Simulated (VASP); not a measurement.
# NiO (R-3m) in VASP: notebook

NiO is run at these levels: PBE; tasks: single point.

Everything below comes from runs of VASP 6.6.1. Logs are shortened: lines on timing, memory, paths and dates and some standing lists are left out, and cuts for length are marked.

## 1. The cell of the first run

Symmetry: R-3m, No. 166, trigonal system. The conventional cell has a = 2.990 Å, b = 2.990 Å, c = 7.278 Å, α = 90.00°, β = 90.00°, γ = 120.00°. Within 2.8 Å of Ni (site symmetry -3m) lie 6 O at 2.11 Å. O (site symmetry -3m) has 6 Ni at 2.11 Å within 2.8 Å.

## 2. Single point, PBE, collinear spin, antiferromagnetic start (9.39 Å³/atom)

The input, INCAR:

```
ALGO = Normal
EDIFF = 1E-6
ENCUT = 520
GGA = PE
ISIF = 2
ISMEAR = 0
ISPIN = 2
LASPH = True
LCHARG = False
LMAXMIX = 4
LORBIT = 11
LREAL = False
LWAVE = False
MAGMOM = 1.51 -1.51 0 0
NBANDS = 28
NELM = 150
PREC = Accurate
SIGMA = 0.05
```

The input, KPOINTS:

```
k-points
0
Gamma
  10 10 10
```

The input, POSCAR:

```
NiO
1.0
    0.0000000000      1.7265332841      4.8517656255
   -1.4952216845     -0.8632666420      4.8517656255
    1.4952216845     -0.8632666420      4.8517656255
Ni O
2 2
Direct
    0.5000000000     -0.5000000000      0.5000000000
    1.0000000000      0.0000000000      1.0000000000
    0.2500064716      0.2500064716      0.2500064716
    0.7499935284      0.7499935284      0.7499935284
```

Potentials or basis: VASP PAW PBE potentials, release 64 (Ni, O).

Command:

```console
cat potpaw_PBE.64/Ni/POTCAR potpaw_PBE.64/O/POTCAR > POTCAR
mpirun -np 1 vasp_std > vasp.out
```

OUTCAR:

```text
EDIFF = 1E-6
   ENCUT = 520
   GGA = PE
   ISIF = 2
   ISMEAR = 0
   ISPIN = 2
   LASPH = True
   LORBIT = 11
   LREAL = False
   NELM = 150
   PREC = Accurate

 ion  position               nearest neighbor table
   1  0.500  0.500  0.500-   3 2.11   4 2.11   4 2.11   3 2.11   3 2.11   4 2.11   2 2.98   2 2.98
                             2 2.98   2 2.98   2 2.98   2 2.98
   2  0.000  0.000  0.000-   4 2.11   3 2.11   3 2.11   4 2.11   3 2.11   4 2.11   1 2.98   1 2.98
                             1 2.98   1 2.98   1 2.98   1 2.98
   3  0.250  0.250  0.250-   2 2.11   2 2.11   2 2.11   1 2.11   1 2.11   1 2.11
   4  0.750  0.750  0.750-   2 2.11   2 2.11   2 2.11   1 2.11   1 2.11   1 2.11

  LATTYP: Found a trigonal (rhomboedric) cell.
 ALAT       =     5.1498103718
 COS(alpha) =     0.8313995637

  Lattice vectors:

 A1 = (   0.0000000000,   1.7265332841,   4.8517656255)
 A2 = (  -1.4952216845,  -0.8632666420,   4.8517656255)
 A3 = (   1.4952216845,  -0.8632666420,   4.8517656255)

Analysis of symmetry for initial positions (statically):
=====================================================================
 Subroutine PRICEL returns:
 Original cell was already a primitive cell.

 Routine SETGRP: Setting up the symmetry group for a
 trigonal (rhombohedral) supercell.

 Subroutine GETGRP returns: Found 12 space group operations
 (whereof 12 operations were pure point group operations)
 out of a pool of 12 trial point group operations.

The static configuration has the point symmetry D_3d.

Analysis of symmetry for dynamics (positions and initial velocities):
=====================================================================
 Subroutine PRICEL returns:
 Original cell was already a primitive cell.

 Routine SETGRP: Setting up the symmetry group for a
 trigonal (rhombohedral) supercell.

 Subroutine GETGRP returns: Found 12 space group operations
 (whereof 12 operations were pure point group operations)
 out of a pool of 12 trial point group operations.

The dynamic configuration has the point symmetry D_3d.

Analysis of structural, dynamic, and magnetic symmetry:
=====================================================================
 Subroutine PRICEL returns:
 Original cell was already a primitive cell.

 Routine SETGRP: Setting up the symmetry group for a
 trigonal (rhombohedral) supercell.

 Subroutine GETGRP returns: Found 12 space group operations
 (whereof 12 operations were pure point group operations)
 out of a pool of 12 trial point group operations.

The overall configuration has the point symmetry D_3d.

 Subroutine INISYM returns: Found 12 space group operations
 (whereof 12 operations are pure point group operations),
 and found     1 'primitive' translations

----------------------------------------------------------------------------------------

                                     Primitive cell

  volume of cell :      37.5752

  direct lattice vectors                    reciprocal lattice vectors
     0.000000000  1.726533284  4.851765625     0.000000000  0.386130214  0.068703511
    -1.495221684 -0.863266642  4.851765625    -0.334398575 -0.193065107  0.068703511
     1.495221684 -0.863266642  4.851765625     0.334398575 -0.193065107  0.068703511

  length of vectors
     5.149810372  5.149810372  5.149810372     0.392194741  0.392194741  0.392194741

  position of ions in fractional coordinates (direct lattice)
     0.500000000  0.500000000  0.500000000
     0.000000000  0.000000000  0.000000000
     0.250006472  0.250006472  0.250006472
     0.749993528  0.749993528  0.749993528

  ion indices of the primitive-cell ions
   primitive index   ion index
                 1           1
                 2           2
                 3           3
                 4           4

----------------------------------------------------------------------------------------

 KPOINTS: k-points

Automatic generation of k-mesh.
 Grid dimensions read from file:
 generate k-points for:   10   10   10

 Generating k-lattice:

  Cartesian coordinates                     Fractional coordinates (reciprocal lattice)
     0.000000000  0.038613021  0.006870351     0.100000000  0.000000000  0.000000000
    -0.033439857 -0.019306511  0.006870351     0.000000000  0.100000000  0.000000000
     0.033439857 -0.019306511  0.006870351     0.000000000  0.000000000  0.100000000

  Length of vectors
     0.039219474  0.039219474  0.039219474

  Shift w.r.t. Gamma in fractional coordinates (k-lattice)
     0.000000000  0.000000000  0.000000000

 Subroutine IBZKPT returns following result:
 ===========================================

 Found    116 irreducible k-points:

 Following reciprocal coordinates:
            Coordinates               Weight
  0.000000  0.000000  0.000000      1.000000
  0.100000  0.000000  0.000000      6.000000
  0.200000  0.000000  0.000000      6.000000
  0.300000  0.000000  0.000000      6.000000
  0.400000  0.000000  0.000000      6.000000
  0.500000  0.000000  0.000000      3.000000
[... 16 lines left out ...]
  0.300000  0.300000 -0.000000      6.000000
  0.400000  0.300000 -0.000000     12.000000
 [... further k-points ...]
   k-points           NKPTS =    116   k-points in BZ     NKDIM =    116   number of bands    NBANDS=     28
   number of dos      NEDOS =    301   number of ions     NIONS =      4
   total plane-waves  NPLWV =  64000
   dimension x,y,z NGX =    40 NGY =   40 NGZ =   40
   dimension x,y,z NGXF=    80 NGYF=   80 NGZF=   80
   ions per type =               2   2
   NGX,Y,Z   is equivalent  to a cutoff of  12.91, 12.91, 12.91 a.u.
   NGXF,Y,Z  is equivalent  to a cutoff of  25.83, 25.83, 25.83 a.u.
 SYSTEM =  unknown system
   PREC   = accura    normal or accurate (medium, high low for compatibility)
   ISTART =      0    job   : 0-new  1-cont  2-samecut
   ICHARG =      2    charge: 1-file 2-atom 10-const
   ISPIN  =      2    spin polarized calculation?
   LNONCOLLINEAR =      F non collinear calculations
   LSORBIT =      F    spin-orbit coupling
   LASPH  =      T    aspherical Exc in radial PAW
   ENCUT  =  520.0 eV  38.22 Ry    6.18 a.u.   9.58  9.58  9.58*2*pi/ulx,y,z
   NELM   =    150;   NELMIN=  2; NELMDL= -5     # of ELM steps
   EDIFF  = 0.1E-05   stopping-criterion for ELM
   LREAL  =      F    real-space projection
   EDIFFG = 0.1E-04   stopping-criterion for IOM
   NSW    =      0    number of steps for IOM
   IBRION =     -1    ionic relax: 0-MD 1-quasi-New 2-CG
   NFREE  =      0    steps in history (QN), initial steepest desc. (CG)
   ISIF   =      2    stress and relaxation
   ISYM   =      2    0-nonsym 1-usesym 2-fastsym
   POTIM  = 0.5000    time-step for ionic-motion
   TEBEG  =    0.0;   TEEND  =   0.0 temperature during run
   PSTRESS=    0.0 pullay stress
   NELECT =      32.0000    total number of electrons
   NUPDOWN=      -1.0000    fix difference up-down
   EMIN   =  10.00;   EMAX   =-10.00  energy-range for DOS
   EFERMI =   0.00;   METHOD = LEGACY
   ISMEAR =     0;   SIGMA  =   0.05  broadening in eV -4-tet -1-fermi 0-gaus
   EFERMI_NEDOS =   21; number of points for ismear=-14 and -15
   IALGO  =     38    algorithm
   IMIX   =      4    mixing-type and parameters
     AMIX     =   0.40;   BMIX     =  1.00
     AMIX_MAG =   1.60;   BMIX_MAG =  1.00
  volume/ion in A,a.u.               =       9.39        63.39
  Fermi-wavevector in a.u.,A,eV,Ry     =   1.551759  2.932399 32.762232  2.407956
  Thomas-Fermi vector in A             =   2.656232
   LORBIT       =     11    0 simple, 1 ext, 2 COOP (PROOUT), +10 PAW based schemes
   GGA     = PE    functional components
   LHFCALC =     F    Hartree Fock is set to
   AEXX    =    0.0000 exact exchange contribution
   IVDW    =     0    specifies the selected vdW correction
   LEPSILON=     F    determine dielectric tensor
   LRPA    =     F    only Hartree local field effects (RPA)
 spin polarized calculation
 Gauss-broadening in eV      SIGMA  =   0.05
  energy-cutoff  :      520.00
  volume of cell :       37.58
 maximum number of plane-waves:      1036
 NGX is ok and might be reduce to    40
   NGX = 19   NGY = 19   NGZ = 19

 number of electron      32.0000007 magnetization       0.0000008

 number of electron      32.0000007 magnetization      -0.0000005

 Free energy of the ion-electron system (eV)
  ---------------------------------------------------
  ext. energy  EPLUGINS =         0.00000000
  ---------------------------------------------------
  free energy    TOTEN  =       -23.47893686 eV

  energy without entropy =      -23.47893686  energy(sigma->0) =      -23.47893686

 E-fermi :   7.1866     XC(G=0): -12.4982

 val. band max:        6.9039486324   @ k =   0.3000   0.3000   0.1000
 cond. band min:       7.8288387018   @ k =   0.5000   0.3000   0.3000
 fundamental gap:      0.9248900693
 Fermi energy:         7.1866449146

 spin component 1

 k-point     1 :       0.0000    0.0000    0.0000
  band No.  band energies     occupation
      1     -12.4685      1.00000
      2     -11.1467      1.00000
      3      -0.3033      1.00000
      4       2.1524      1.00000
      5       2.1524      1.00000
      6       4.7458      1.00000
[... 733 lines left out ...]
     27      25.6364      0.00000
     28      28.5794      0.00000

 [... further k-points ...]

 spin component 2

 k-point     1 :       0.0000    0.0000    0.0000
  band No.  band energies     occupation
      1     -12.4685      1.00000
      2     -11.1468      1.00000
      3      -0.3033      1.00000
      4       2.1523      1.00000
      5       2.1523      1.00000
      6       4.7457      1.00000
[... 733 lines left out ...]
     27      25.6364      0.00000
     28      28.5794      0.00000

 [... further k-points ...]

------------------------ aborting loop because EDIFF is reached ----------------------------------------

  FORCE on cell =-STRESS in cart. coord.  units (eV):
  Direction    XX          YY          ZZ          XY          YZ          ZX
  --------------------------------------------------------------------------------------
  -------------------------------------------------------------------------------------
  Total       -0.9837539     -0.9837539     -0.9613010      0.0000000     -0.0000000     -0.0000000
  in kB      -41.9464732    -41.9464732    -40.9890993      0.0000000     -0.0000000     -0.0000000
  external PRESSURE =     -41.6273486 kB  Pullay stress =       0.0000000 kB

 VOLUME and BASIS-vectors are now :
 -----------------------------------------------------------------------------
  energy-cutoff  :      520.00
  volume of cell :       37.58
      direct lattice vectors                 reciprocal lattice vectors
     0.000000000  1.726533284  4.851765625     0.000000000  0.386130214  0.068703511
    -1.495221684 -0.863266642  4.851765625    -0.334398575 -0.193065107  0.068703511
     1.495221684 -0.863266642  4.851765625     0.334398575 -0.193065107  0.068703511

 POSITION                                       TOTAL-FORCE (eV/Angst)
 -----------------------------------------------------------------------------------
      0.00000      0.00000      7.27765        -0.000000     -0.000000      0.000000
      0.00000      0.00000      0.00000         0.000000     -0.000000      0.000000
      0.00000      0.00000      3.63892        -0.000000     -0.000000     -0.000982
      0.00000      0.00000     10.91638        -0.000000      0.000000      0.000982
 -----------------------------------------------------------------------------------
    total drift:                               -0.000000      0.000000     -0.000000

  FREE ENERGIE OF THE ION-ELECTRON SYSTEM (eV)
  ---------------------------------------------------
  free  energy   TOTEN  =       -23.4789368632 eV

  energy  without entropy=      -23.4789368632  energy(sigma->0) =      -23.47893686

 total charge

# of ion       s       p       d       tot
------------------------------------------
    1        0.320   0.378   8.244   8.942
    2        0.320   0.379   8.243   8.942
    3        1.562   3.394   0.000   4.956
    4        1.562   3.394   0.000   4.956
--------------------------------------------------
tot          3.763   7.545  16.487  27.796

 magnetization (x)

# of ion       s       p       d       tot
------------------------------------------
    1       -0.009  -0.012   1.382   1.361
    2        0.009   0.012  -1.382  -1.361
    3       -0.000   0.000   0.000   0.000
    4       -0.000   0.000   0.000   0.000
--------------------------------------------------
tot         -0.000   0.000  -0.000   0.000
```

It took 6.8 min on 1 thread of Intel Xeon Platinum 8488C (Sapphire Rapids), shared host; peak memory 0.4 GiB.

Results:

| Item | Value |
| --- | --- |
| Free energy | -23.4789 eV |
| Pressure | -4.2 GPa |
| Band gap on the k mesh | 0.92 eV |
| Net moment | 0.00 μB per cell |
| Site moments | Ni +1.36, -1.36; O +0.00 μB |
| Valence electrons inside the program's atomic spheres | Ni 8.94; O 4.96 |

Levels at points of the mesh, in eV from the valence-band top:
Spin up:
| k point | band 12 | band 13 | band 14 | band 15 | band 16 | band 17 | band 18 | band 19 | band 20 | band 21 |
| --- | --- | --- | --- | --- | --- | --- | --- | --- | --- | --- |
| (0.00, 0.00, 0.00) | -1.46 | -1.46 | -0.55 | -0.55 | -0.28 | 2.02 | 2.02 | 2.07 | 6.12 | 10.52 |
| (0.50, 0.00, 0.00) | -0.91 | -0.52 | -0.32 | -0.26 | -0.11 | 1.51 | 1.51 | 7.91 | 8.07 | 10.28 |
| (0.50, 0.50, 0.00) | -0.90 | -0.80 | -0.39 | -0.24 | -0.12 | 2.07 | 2.13 | 6.17 | 6.71 | 10.42 |
| (0.50, 0.50, 0.50) | -0.74 | -0.74 | -0.60 | -0.08 | -0.08 | 1.53 | 1.53 | 4.73 | 4.86 | 12.70 |
Spin down:
| k point | band 13 | band 14 | band 15 | band 16 | band 17 | band 18 | band 19 | band 20 |
| --- | --- | --- | --- | --- | --- | --- | --- | --- |
| (0.00, 0.00, 0.00) | -1.46 | -0.55 | -0.55 | -0.28 | 2.02 | 2.02 | 2.07 | 6.12 |
| (0.50, 0.00, 0.00) | -0.52 | -0.32 | -0.26 | -0.11 | 1.51 | 1.51 | 7.91 | 8.07 |
| (0.50, 0.50, 0.00) | -0.80 | -0.39 | -0.24 | -0.12 | 2.07 | 2.13 | 6.17 | 6.71 |
| (0.50, 0.50, 0.50) | -0.74 | -0.60 | -0.08 | -0.08 | 1.53 | 1.53 | 4.73 | 4.86 |

Caveat: the cell stands under tension.

## 3. Single point, PBE, collinear spin, antiferromagnetic start (9.58 Å³/atom)

This run uses another cell than the first one, of 9.58 Å³/atom.

The input, INCAR:

```
  PREC = Accurate
  ENCUT = 520
  EDIFF = 1E-6
  ISMEAR = 0
  SIGMA = 0.05
  LREAL = False
  LASPH = True
  NELM = 150
  ALGO = Normal
  ISIF = 2
  LWAVE = False
  LCHARG = False
  ISPIN = 2
  MAGMOM = 1.52 -1.52 0 0
  LORBIT = 11
  LMAXMIX = 4
  GGA = PE
  NBANDS = 28
```

The input, KPOINTS:

```
Automatic mesh
0
Gamma
  10 10 10
```

The input, POSCAR:

```
NiO
1.0
    0.0000000000      1.7377448533      4.8832714799
   -1.5049311883     -0.8688724266      4.8832714799
    1.5049311883     -0.8688724266      4.8832714799
Ni O
2 2
Direct
    0.5000000000     -0.5000000000      0.5000000000
    1.0000000000      0.0000000000      1.0000000000
    0.2500064716      0.2500064716      0.2500064716
    0.7499935284      0.7499935284      0.7499935284
```

Potentials or basis: VASP PAW PBE potentials, release 64 (Ni, O).

Command:

```console
cat potpaw_PBE.64/Ni/POTCAR potpaw_PBE.64/O/POTCAR > POTCAR
mpirun -np 1 vasp_std > vasp.out
```

It took 7.4 min on 1 thread of Intel Xeon Platinum 8488C (Sapphire Rapids), shared host; peak memory 0.4 GiB.

Results (log left out):

- Free energy: -23.4546 eV
- Pressure: -7.5 GPa
- Band gap on the k mesh: 0.92 eV
- Net moment: 0.00 μB per cell
- Site moments: Ni +1.37, -1.37; O +0.00 μB
- Valence electrons inside the program's atomic spheres: Ni 8.91; O 4.95

Stress tensor (GPa, compression positive):
```
-7.57  0.00  0.00
 0.00 -7.57  0.00
 0.00  0.00 -7.40
```

Levels at points of the mesh, in eV from the valence-band top:
Spin up:
```csv
k point,band 13,band 14,band 15,band 16,band 17,band 18,band 19,band 20
"(0.00, 0.00, 0.00)",-1.43,-0.53,-0.53,-0.27,1.98,2.00,2.00,6.09
"(0.50, 0.00, 0.00)",-0.53,-0.32,-0.24,-0.10,1.49,1.50,7.80,7.96
"(0.50, 0.50, 0.00)",-0.80,-0.39,-0.22,-0.11,2.04,2.10,6.14,6.60
"(0.50, 0.50, 0.50)",-0.71,-0.57,-0.09,-0.09,1.53,1.53,4.64,4.77
```
Spin down:
| k point | band 13 | band 14 | band 15 | band 16 | band 17 | band 18 | band 19 | band 20 |
| --- | --- | --- | --- | --- | --- | --- | --- | --- |
| (0.00, 0.00, 0.00) | -1.43 | -0.53 | -0.53 | -0.27 | 1.98 | 2.00 | 2.00 | 6.09 |
| (0.50, 0.00, 0.00) | -0.53 | -0.32 | -0.24 | -0.10 | 1.49 | 1.50 | 7.80 | 7.96 |
| (0.50, 0.50, 0.00) | -0.80 | -0.39 | -0.22 | -0.11 | 2.04 | 2.10 | 6.14 | 6.60 |
| (0.50, 0.50, 0.50) | -0.71 | -0.58 | -0.09 | -0.09 | 1.53 | 1.53 | 4.64 | 4.77 |

Caveat: the cell stands under tension.
